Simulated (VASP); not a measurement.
Set up this calculation in VASP 6.6.1, as the native input.

* Task: single point
* Functional: PBE
* Dispersion: D3(BJ)
* Potentials or basis: VASP PAW PBE potentials, release 64 (Pb_d, F)
* Cutoff: 520 eV
* k mesh: 2 × 2 × 2, shifted
* Occupations: fermi-dirac, width 0.0689 eV
* Spin: no spin polarisation
* Dipole correction: no
* Further INCAR settings: LREAL = Auto; ALGO = Normal; EDIFF = 1e-06; NBANDS = 99

The structure of PbF2 lies in POSCAR:

```
PbF2
1.0
   -5.7192890000     -2.8596440000     -2.8596440000
   -2.8596440000     -5.7192890000      2.8596440000
   -5.7192890000      2.8596440000      2.8596440000
Pb F
6 12
Direct
    0.6932874990      0.6852214605     -0.0020082925
    0.3332571495      0.3389843469     -0.0120860308
    0.0070258743      0.0010564251     -0.0046115881
    0.8170591834      0.3624538156      0.4963056633
    0.4890902214      1.0200768557      0.5022167994
    0.1502118629      0.6669908717      0.4846907545
    0.3380218542      0.6747861302      0.1019193503
    0.9437278283      0.3236499224      0.1274973609
    0.6198889817     -0.0098736055      0.1548671107
    0.4510003531      0.3268640751      0.6252252248
    0.0844795125      1.0230745478      0.5833437095
    0.7756145275      0.6506121449      0.6208389273
    0.5008602945      0.6713214802      0.3979284460
    0.1788773377      0.3598327438      0.3456507030
    0.8399288597      0.0361948275      0.3854490988
    0.6984354496      0.3177680721      0.8908805369
    0.4132666288     -0.0168730773      0.8508015088
    0.0749407842      0.6990407781      0.8367727580
```

This cell differs from its parent crystal: dynamics (npt langevin) at 800 K, volume x 1.02, from the last frame before.

One way to write it, as run:

INCAR

```
ALGO     = Normal         # electronic algorithm
EDIFF    = 1E-6           # SCF threshold, eV
ENCUT    = 520            # plane-wave cutoff, eV
GGA      = PE             # functional
ISIF     = 2              # what is computed and relaxed
ISMEAR   = -1             # smearing method
IVDW     = 12             # dispersion correction
LASPH    = T              # aspherical terms in the spheres
LCHARG   = F              # write CHGCAR
LREAL    = Auto         
LWAVE    = F              # write WAVECAR
NBANDS   = 99             # bands
NELM     = 100            # most SCF steps
PREC     = Accurate       # precision mode
SIGMA    = 0.0689         # smearing width, eV
```

KPOINTS

```
Automatic mesh
0
Gamma
  2 2 2
  0.5 0.5 0.5
```

Potentials or basis: VASP PAW PBE potentials, release 64 (Pb_d, F).

Command:

```console
$ cat potpaw_PBE.64/Pb_d/POTCAR potpaw_PBE.64/F/POTCAR > POTCAR
$ mpirun -np 1 vasp_std > vasp.out
```

Results of the run:

The pressure is 13.3 GPa. The largest force is 2.187 eV/Å. The band gap on the k mesh is 3.53 eV (least direct gap 3.61 eV) and the dispersion energy per atom is -0.171 eV.

Caveat: the cell stands under pressure; the atoms stand as in a frame of molecular dynamics; spin-orbit coupling is left out, which moves the levels of the heavy elements; a shifted mesh leaves out Γ, where band edges can lie; forces of over 1 eV/Å act on the atoms, so gaps and moduli don't describe the material at rest.

Wall time 5.1 min on 1 thread of AMD EPYC 9R45 96-Core Processor (Zen 5) (shared host), peak memory 0.41 GiB.
